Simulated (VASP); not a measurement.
# P (P4/mmm) in VASP: a series of runs

P is run at these levels: r2SCAN; tasks: single point.

Program: VASP 6.6.1. These are calculated values, not measurements. Logs are shortened: lines on timing, memory, paths and dates and some standing lists are left out, and cuts for length are marked.

## Step 1: The cell of the first run

The structure is tetragonal, space group P4/mmm (No. 123). Conventional cell: a = 2.462 Å, b = 2.462 Å, c = 2.431 Å, α = 90.00°, β = 90.00°, γ = 90.00°. Within 3.2 Å of P (site symmetry 4/mmm) lie 6 P at 2.43 to 2.46 Å.

This isn't the form of P at room conditions, which is orthorhombic.

## Step 2: Single point, r2SCAN (biaxial strain in the a-b plane: +1.0 %, then relaxed in part)

File POSCAR:

```
P
1.0
    2.4617201680      0.0000000000      0.0000000000
    0.0000000000      2.4617201680      0.0000000000
    0.0000000000      0.0000000000      2.4314702874
P
1
Direct
    0.0000000000      0.0000000000      0.0000000000
```

File INCAR.step1:

```
SYSTEM = P
PREC     = Accurate       ! precision mode
ENCUT    = 520            ! plane-wave cutoff, eV
ISMEAR   = 0              ! smearing method
SIGMA    = 0.1            ! smearing width, eV
LREAL    = .FALSE.        ! projectors in reciprocal space
LASPH    = .TRUE.         ! aspherical terms in the spheres
NELM     = 100            ! most SCF steps
NBANDS   = 8              ! bands
GGA      = PE             ! functional
ALGO     = Normal         ! electronic algorithm
EDIFF    = 1E-4           ! SCF threshold, eV
LWAVE    = .TRUE.         ! write WAVECAR
LCHARG   = .FALSE.        ! write CHGCAR
```

File INCAR.step2:

```
SYSTEM = P
PREC     = Accurate       ! precision mode
ENCUT    = 520            ! plane-wave cutoff, eV
EDIFF    = 1E-7           ! SCF threshold, eV
ISMEAR   = 0              ! smearing method
SIGMA    = 0.1            ! smearing width, eV
LREAL    = .FALSE.        ! projectors in reciprocal space
LASPH    = .TRUE.         ! aspherical terms in the spheres
NELM     = 100            ! most SCF steps
ALGO     = Normal         ! electronic algorithm
ISIF     = 2              ! what is computed and relaxed
LWAVE    = .FALSE.        ! write WAVECAR
LCHARG   = .FALSE.        ! write CHGCAR
METAGGA  = R2SCAN         ! meta-GGA
LMIXTAU  = .TRUE.       
NBANDS   = 8              ! bands
ISTART   = 1
```

File KPOINTS:

```
regular mesh
0
G
  22 22 22
  0 0 0
```

Potentials or basis: VASP PAW PBE potentials, release 64 (P).

Command:

```console
> cat potpaw_PBE.64/P/POTCAR > POTCAR
> cp INCAR.step1 INCAR
> mpirun -np 1 vasp_std > vasp.out
> cp INCAR.step2 INCAR
> mpirun -np 1 vasp_std > vasp.out
```

OUTCAR:

```text
SYSTEM = P
   PREC = Accurate
   ENCUT = 520
   EDIFF = 1E-7
   ISMEAR = 0
   LREAL = .FALSE.
   LASPH = .TRUE.
   NELM = 100
   ISIF = 2
   METAGGA = R2SCAN
   ISTART = 1

 ion  position               nearest neighbor table
   1  0.000  0.000  0.000-

  LATTYP: Found a simple tetragonal cell.
 ALAT       =     2.4617201680
 C/A-ratio  =     0.9877118931

  Lattice vectors:

 A1 = (   2.4617201680,   0.0000000000,   0.0000000000)
 A2 = (   0.0000000000,   2.4617201680,   0.0000000000)
 A3 = (   0.0000000000,   0.0000000000,   2.4314702874)

Analysis of symmetry for initial positions (statically):
=====================================================================
 Subroutine PRICEL returns:
 Original cell was already a primitive cell.

 Routine SETGRP: Setting up the symmetry group for a
 simple tetragonal supercell.

 Subroutine GETGRP returns: Found 16 space group operations
 (whereof 16 operations were pure point group operations)
 out of a pool of 16 trial point group operations.

The static configuration has the point symmetry D_4h.

Analysis of symmetry for dynamics (positions and initial velocities):
=====================================================================
 Subroutine PRICEL returns:
 Original cell was already a primitive cell.

 Routine SETGRP: Setting up the symmetry group for a
 simple tetragonal supercell.

 Subroutine GETGRP returns: Found 16 space group operations
 (whereof 16 operations were pure point group operations)
 out of a pool of 16 trial point group operations.

The dynamic configuration has the point symmetry D_4h.

 Subroutine INISYM returns: Found 16 space group operations
 (whereof 16 operations are pure point group operations),
 and found     1 'primitive' translations

----------------------------------------------------------------------------------------

                                     Primitive cell

  volume of cell :      14.7349

  direct lattice vectors                    reciprocal lattice vectors
     2.461720168  0.000000000  0.000000000     0.406220014  0.000000000  0.000000000
     0.000000000  2.461720168  0.000000000     0.000000000  0.406220014  0.000000000
     0.000000000  0.000000000  2.431470287     0.000000000  0.000000000  0.411273790

  length of vectors
     2.461720168  2.461720168  2.431470287     0.406220014  0.406220014  0.411273790

  position of ions in fractional coordinates (direct lattice)
     0.000000000  0.000000000  0.000000000

  ion indices of the primitive-cell ions
   primitive index   ion index
                 1           1

----------------------------------------------------------------------------------------

 KPOINTS: regular mesh

Automatic generation of k-mesh.
 Grid dimensions read from file:
 generate k-points for:   22   22   22

 Generating k-lattice:

  Cartesian coordinates                     Fractional coordinates (reciprocal lattice)
     0.018464546  0.000000000  0.000000000     0.045454545  0.000000000  0.000000000
     0.000000000  0.018464546  0.000000000     0.000000000  0.045454545  0.000000000
     0.000000000  0.000000000  0.018694263     0.000000000  0.000000000  0.045454545

  Length of vectors
     0.018464546  0.018464546  0.018694263

  Shift w.r.t. Gamma in fractional coordinates (k-lattice)
     0.000000000  0.000000000  0.000000000

 Subroutine IBZKPT returns following result:
 ===========================================

 Found    936 irreducible k-points:

 Following reciprocal coordinates:
            Coordinates               Weight
  0.000000  0.000000  0.000000      1.000000
  0.045455  0.000000  0.000000      4.000000
  0.090909  0.000000  0.000000      4.000000
  0.136364  0.000000  0.000000      4.000000
  0.181818  0.000000  0.000000      4.000000
  0.227273  0.000000  0.000000      4.000000
[... 16 lines left out ...]
  0.500000  0.045455  0.000000      4.000000
  0.090909  0.090909  0.000000      4.000000
 [... further k-points ...]
   k-points           NKPTS =    936   k-points in BZ     NKDIM =    936   number of bands    NBANDS=      8
   number of dos      NEDOS =    301   number of ions     NIONS =      1
   total plane-waves  NPLWV =   5832
   dimension x,y,z NGX =    18 NGY =   18 NGZ =   18
   dimension x,y,z NGXF=    36 NGYF=   36 NGZF=   36
   ions per type =               1
   NGX,Y,Z   is equivalent  to a cutoff of  12.16, 12.16, 12.31 a.u.
   NGXF,Y,Z  is equivalent  to a cutoff of  24.31, 24.31, 24.61 a.u.
 SYSTEM =  P
   PREC   = accura    normal or accurate (medium, high low for compatibility)
   ISTART =      1    job   : 0-new  1-cont  2-samecut
   ICHARG =      0    charge: 1-file 2-atom 10-const
   ISPIN  =      1    spin polarized calculation?
   LNONCOLLINEAR =      F non collinear calculations
   LSORBIT =      F    spin-orbit coupling
   LASPH  =      T    aspherical Exc in radial PAW
   ENCUT  =  520.0 eV  38.22 Ry    6.18 a.u.   4.58  4.58  4.52*2*pi/ulx,y,z
   NELM   =    100;   NELMIN=  2; NELMDL=  0     # of ELM steps
   EDIFF  = 0.1E-06   stopping-criterion for ELM
   LREAL  =      F    real-space projection
   EDIFFG = 0.1E-05   stopping-criterion for IOM
   NSW    =      0    number of steps for IOM
   IBRION =     -1    ionic relax: 0-MD 1-quasi-New 2-CG
   NFREE  =      0    steps in history (QN), initial steepest desc. (CG)
   ISIF   =      2    stress and relaxation
   ISYM   =      2    0-nonsym 1-usesym 2-fastsym
   POTIM  = 0.5000    time-step for ionic-motion
   TEBEG  =    0.0;   TEEND  =   0.0 temperature during run
   PSTRESS=    0.0 pullay stress
   NELECT =       5.0000    total number of electrons
   NUPDOWN=      -1.0000    fix difference up-down
   EMIN   =  10.00;   EMAX   =-10.00  energy-range for DOS
   EFERMI =   0.00;   METHOD = LEGACY
   ISMEAR =     0;   SIGMA  =   0.10  broadening in eV -4-tet -1-fermi 0-gaus
   EFERMI_NEDOS =   21; number of points for ismear=-14 and -15
   IALGO  =     38    algorithm
   IMIX   =      4    mixing-type and parameters
     AMIX     =   0.40;   BMIX     =  1.00
     AMIX_MAG =   1.60;   BMIX_MAG =  1.00
  volume/ion in A,a.u.               =      14.73        99.44
  Fermi-wavevector in a.u.,A,eV,Ry     =   1.141868  2.157818 17.740139  1.303863
  Thomas-Fermi vector in A             =   2.278568
   LORBIT       =      0    0 simple, 1 ext, 2 COOP (PROOUT), +10 PAW based schemes
   METAGGA = R2SCAN    functional components
   LHFCALC =     F    Hartree Fock is set to
   AEXX    =    0.0000 exact exchange contribution
   IVDW    =     0    specifies the selected vdW correction
   LEPSILON=     F    determine dielectric tensor
   LRPA    =     F    only Hartree local field effects (RPA)
 non-spin polarized calculation
 Gauss-broadening in eV      SIGMA  =   0.10
  energy-cutoff  :      520.00
  volume of cell :       14.73
 maximum number of plane-waves:       413
   NGX =  9   NGY =  9   NGZ =  9

 number of electron       4.9999999 magnetization

 Free energy of the ion-electron system (eV)
  ---------------------------------------------------
  ext. energy  EPLUGINS =         0.00000000
  ---------------------------------------------------
  free energy    TOTEN  =        -8.81630139 eV

  energy without entropy =       -8.81506488  energy(sigma->0) =       -8.81568314

 E-fermi :   9.4037     XC(G=0): -11.8158

 val. band max:        9.3924204330   @ k =   0.4545   0.1364   0.2727
 cond. band min:       9.4208535930   @ k =   0.3182   0.0455   0.2273
 fundamental gap:      0.0284331600
 Fermi energy:         9.4037488061

 k-point     1 :       0.0000    0.0000    0.0000
  band No.  band energies     occupation
      1      -7.7740      2.00000
      2      14.5135      0.00000
      3      14.5135      0.00000
      4      15.0597      0.00000
      5      16.5449      0.00000
      6      16.6870      0.00000
      7      24.8697      0.00000
      8      34.9176      0.00000

 k-point     2 :       0.0455    0.0000    0.0000
  band No.  band energies     occupation
      1      -7.7255      2.00000
      2      13.4933      0.00000
      3      14.5521      0.00000
      4      15.0981      0.00000
      5      16.6841      0.00000
      6      17.5661      0.00000
      7      25.0187      0.00000
      8      34.5170      0.00000

 k-point     3 :       0.0909    0.0000    0.0000
  band No.  band energies     occupation
      1      -7.5802      2.00000
      2      11.8597      0.00000
      3      14.6672      0.00000
      4      15.2128      0.00000
      5      16.7994      0.00000
      6      19.0547      0.00000
      7      25.4835      0.00000
      8      33.5131      0.00000

 k-point     4 :       0.1364    0.0000    0.0000
  band No.  band energies     occupation
      1      -7.3391      2.00000
      2      10.1795      0.00000
      3      14.8569      0.00000
      4      15.4018      0.00000
      5      16.9847      0.00000
      6      20.4365      0.00000
      7      26.2973      0.00000
      8      32.2226      0.00000

 k-point     5 :       0.1818    0.0000    0.0000
  band No.  band energies     occupation
      1      -7.0041      2.00000
      2       8.5331      2.00000
      3      15.1172      0.00000
      4      15.6611      0.00000
      5      17.2352      0.00000
      6      21.6046      0.00000
      7      27.4402      0.00000
      8      30.8431      0.00000
[... 177 lines left out ...]
 k-point    22 :       0.4545    0.0455    0.0000
  band No.  band energies     occupation
      1      -3.5852      2.00000
      2       0.8619      2.00000
      3      16.4167      0.00000
      4      17.8852      0.00000
      5      19.9274      0.00000
      6      23.6520      0.00000
      7      25.1319      0.00000
      8      27.3463      0.00000

 k-point    23 :       0.5000    0.0455    0.0000
  band No.  band energies     occupation
      1      -3.3447      2.00000
      2       0.5293      2.00000
      3      16.5201      0.00000
      4      17.9882      0.00000
      5      20.0088      0.00000
      6      23.4723      0.00000
      7      24.9409      0.00000
      8      27.9493      0.00000

 k-point    24 :       0.0909    0.0909    0.0000
  band No.  band energies     occupation
      1      -7.3864      2.00000
      2      11.5892      0.00000
      3      12.5623      0.00000
      4      15.3657      0.00000
      5      18.2899      0.00000
      6      20.1651      0.00000
      7      25.9400      0.00000
      8      32.0416      0.00000

 [... further k-points ...]

------------------------ aborting loop because EDIFF is reached ----------------------------------------

  FORCE on cell =-STRESS in cart. coord.  units (eV):
  Direction    XX          YY          ZZ          XY          YZ          ZX
  --------------------------------------------------------------------------------------
  -------------------------------------------------------------------------------------
  Total       -0.3543136     -0.3543136     -0.0449283      0.0000000      0.0000000      0.0000000
  in kB      -38.5258387    -38.5258387     -4.8852233      0.0000000      0.0000000      0.0000000
  external PRESSURE =     -27.3123002 kB  Pullay stress =       0.0000000 kB

 VOLUME and BASIS-vectors are now :
 -----------------------------------------------------------------------------
  energy-cutoff  :      520.00
  volume of cell :       14.73
      direct lattice vectors                 reciprocal lattice vectors
     2.461720168  0.000000000  0.000000000     0.406220014  0.000000000  0.000000000
     0.000000000  2.461720168  0.000000000     0.000000000  0.406220014  0.000000000
     0.000000000  0.000000000  2.431470287     0.000000000  0.000000000  0.411273790

 POSITION                                       TOTAL-FORCE (eV/Angst)
 -----------------------------------------------------------------------------------
      0.00000      0.00000      0.00000         0.000000      0.000000      0.000000
 -----------------------------------------------------------------------------------
    total drift:                                0.000000     -0.000000      0.000000

  FREE ENERGIE OF THE ION-ELECTRON SYSTEM (eV)
  ---------------------------------------------------
  free  energy   TOTEN  =        -8.8163013872 eV

  energy  without entropy=       -8.8150648835  energy(sigma->0) =       -8.81568314
```

Wall time 2.5 min (1 thread of Oxide Virtual Turin-like, shared host); peak memory 0.16 GiB.

Results:

```
Free energy            : -8.8163 eV
Pressure               : -2.7 GPa
Band gap on the k mesh : zero (an odd number of electrons rules out a gap without spin polarisation)
```

Levels at points of the mesh, in eV from the Fermi level:
```csv
k point,band 1,band 2,band 3,band 4,band 5,band 6,band 7,band 8
"(0.00, 0.00, 0.00)",-17.18,5.11,5.11,5.66,7.14,7.28,15.47,25.51
"(0.50, 0.00, 0.00)",-12.80,-8.92,8.01,8.55,9.79,15.01,15.50,17.88
"(0.50, 0.50, 0.00)",-8.00,-5.54,-5.54,1.40,11.26,18.03,18.06,18.06
"(0.00, 0.00, 0.50)",-12.55,-8.94,8.20,8.20,9.87,14.95,14.95,17.64
"(0.50, 0.00, 0.50)",-7.71,-5.60,-5.36,1.42,10.91,17.52,17.75,18.03
"(0.50, 0.50, 0.50)",-2.51,-2.25,-2.25,-1.59,5.07,5.07,5.25,11.94
```

Caveat: the cell differs from its parent crystal (biaxial strain in the a-b plane: +1.0 %, then relaxed in part); the PAW data sets were made with another functional, which shifts forces and pressure a little.

## Step 3: Single point, r2SCAN (biaxial strain in the a-b plane: +2.0 %)

File POSCAR:

```
P
1.0
    2.4860936350      0.0000000000      0.0000000000
    0.0000000000      2.4860936350      0.0000000000
    0.0000000000      0.0000000000      2.4080985405
P
1
Direct
    0.0000000000      0.0000000000      0.0000000000
```

File INCAR.step1:

```
SYSTEM = P
  PREC = Accurate
  ENCUT = 520
  ISMEAR = 0
  SIGMA = 0.1
  LREAL = .False.
  LASPH = .True.
  NELM = 80
  NBANDS = 8
  GGA = PE
  ALGO = Normal
  EDIFF = 1E-4
  LWAVE = .True.
  LCHARG = .False.
```

File INCAR.step2:

```
SYSTEM = P
  PREC = Accurate
  ENCUT = 520
  EDIFF = 1E-7
  ISMEAR = 0
  SIGMA = 0.1
  LREAL = .False.
  LASPH = .True.
  NELM = 80
  ALGO = Normal
  ISIF = 2
  LWAVE = .False.
  LCHARG = .False.
  METAGGA = R2SCAN
  LMIXTAU = .True.
  NBANDS = 8
  ISTART = 1
```

File KPOINTS:

```
Automatic mesh
0
Gamma
  22 22 22
  0 0 0
```

Potentials or basis: VASP PAW PBE potentials, release 64 (P).

Command:

```console
> cat potpaw_PBE.64/P/POTCAR > POTCAR
> cp INCAR.step1 INCAR
> mpirun -np 1 vasp_std > vasp.out
> cp INCAR.step2 INCAR
> mpirun -np 1 vasp_std > vasp.out
```

Run time: 2.8 min. Hardware: 1 thread of Oxide Virtual Turin-like, shared host; peak memory 0.16 GiB.

It converged, with:

| Property | Result |
| --- | --- |
| Free energy | -8.8060 eV |
| Pressure | -3.6 GPa |
| Band gap on the k mesh | zero (an odd number of electrons rules out a gap without spin polarisation) |

Stress tensor (GPa, compression positive):
```
-6.55  0.00  0.00
 0.00 -6.55  0.00
 0.00  0.00  2.19
```

Levels at points of the mesh, in eV from the Fermi level:
```
           k point  band 1  band 2  band 3  band 4  band 5  band 6  band 7
(0.00, 0.00, 0.00)  -17.10    4.75    4.75    6.16    7.01    7.35   15.37
(0.50, 0.00, 0.00)  -12.90   -8.84    7.52    8.90    9.71   14.71   15.99
(0.50, 0.50, 0.00)   -8.34   -5.58   -5.58    1.41   11.47   17.89   18.43
(0.00, 0.00, 0.50)  -12.26   -8.91    7.99    7.99    9.93   14.58   14.58
(0.50, 0.00, 0.50)   -7.58   -5.72   -5.11    1.48   10.58   17.04   17.62
(0.50, 0.50, 0.50)   -2.80   -2.11   -2.11   -1.72    5.00    5.00    5.45
```

Caveat: the cell differs from its parent crystal (biaxial strain in the a-b plane: +2.0 %); the cell stands under tension; the PAW data sets were made with another functional, which shifts forces and pressure a little.

## Step 4: Single point, r2SCAN (biaxial strain in the a-b plane: +2.0 %, then relaxed in part)

Changes to POSCAR since step 3:

```diff
@@ -4,3 +4,3 @@
     0.0000000000      2.4860936350      0.0000000000
-    0.0000000000      0.0000000000      2.4080985405
+    0.0000000000      0.0000000000      2.4285349910
 P
```

File INCAR.step1:

```
SYSTEM = P
PREC = Accurate ; ENCUT = 520
ISMEAR = 0 ; SIGMA = 0.1
LREAL = .False. ; LASPH = .True.
NELM = 60 ; NBANDS = 8
GGA = PE ; ALGO = Normal
EDIFF = 1E-4 ; LWAVE = .True.
LCHARG = .False.
```

File INCAR.step2:

```
SYSTEM = P
PREC = Accurate ; ENCUT = 520
EDIFF = 1E-6 ; ISMEAR = 0
SIGMA = 0.1 ; LREAL = .False.
LASPH = .True. ; NELM = 60
ALGO = Normal ; ISIF = 2
LWAVE = .False. ; LCHARG = .False.
METAGGA = R2SCAN ; LMIXTAU = .True.
NBANDS = 8 ; ISTART = 1
```

KPOINTS is that of step 3.

Command:

```console
> cat potpaw_PBE.64/P/POTCAR > POTCAR
> cp INCAR.step1 INCAR
> mpirun -np 1 vasp_std > vasp.out
> cp INCAR.step2 INCAR
> mpirun -np 1 vasp_std > vasp.out
```

It took 2.3 min on 1 thread of Oxide Virtual Turin-like, shared host; peak memory 0.16 GiB.

Results (log left out):

```yaml
Free_energy: -8.8067 eV
Pressure: -4.6 GPa
Band_gap_on_the_k_mesh: zero (an odd number of electrons rules out a gap without spin polarisation)
```

Stress tensor (GPa, compression positive):
```
-6.73  0.00  0.00
 0.00 -6.73  0.00
 0.00  0.00 -0.46
```

Levels at points of the mesh, in eV from the Fermi level:
```tsv
k point	band 1	band 2	band 3	band 4	band 5	band 6	band 7
(0.00, 0.00, 0.00)	-16.99	4.84	4.84	5.86	7.10	7.35	15.25
(0.50, 0.00, 0.00)	-12.78	-8.75	7.62	8.62	9.75	14.80	15.72
(0.50, 0.50, 0.00)	-8.20	-5.49	-5.49	1.49	11.19	17.80	18.18
(0.00, 0.00, 0.50)	-12.31	-8.80	7.96	7.96	9.90	14.70	14.70
(0.50, 0.00, 0.50)	-7.65	-5.59	-5.15	1.54	10.55	17.17	17.60
(0.50, 0.50, 0.50)	-2.65	-2.15	-2.15	-1.81	5.08	5.08	5.42
```

Caveat: the cell differs from its parent crystal (biaxial strain in the a-b plane: +2.0 %, then relaxed in part); the cell stands under tension; the PAW data sets were made with another functional, which shifts forces and pressure a little.

## Step 5: Overview

```csv
cell,gap on the mesh (eV),pressure (GPa)
"a = 2.462, b = 2.462, c = 2.431 Å, 1 atom",none,-2.7
"a = 2.486, b = 2.486, c = 2.408 Å, 1 atom",none,-3.6
"a = 2.486, b = 2.486, c = 2.429 Å, 1 atom",none,-4.6
```

Alike in all rows: task single point; level r2SCAN; potentials or basis VASP PAW PBE potentials, release 64 (P); no spin polarisation; k mesh 22 × 22 × 22; cutoff (eV) 520; smearing gaussian 0.1 eV.

Caveats: the PAW data sets were made with another functional, which shifts forces and pressure a little; the cell stands under tension (at least some runs).

Absolute energies hang on the potentials; compare differences alone.
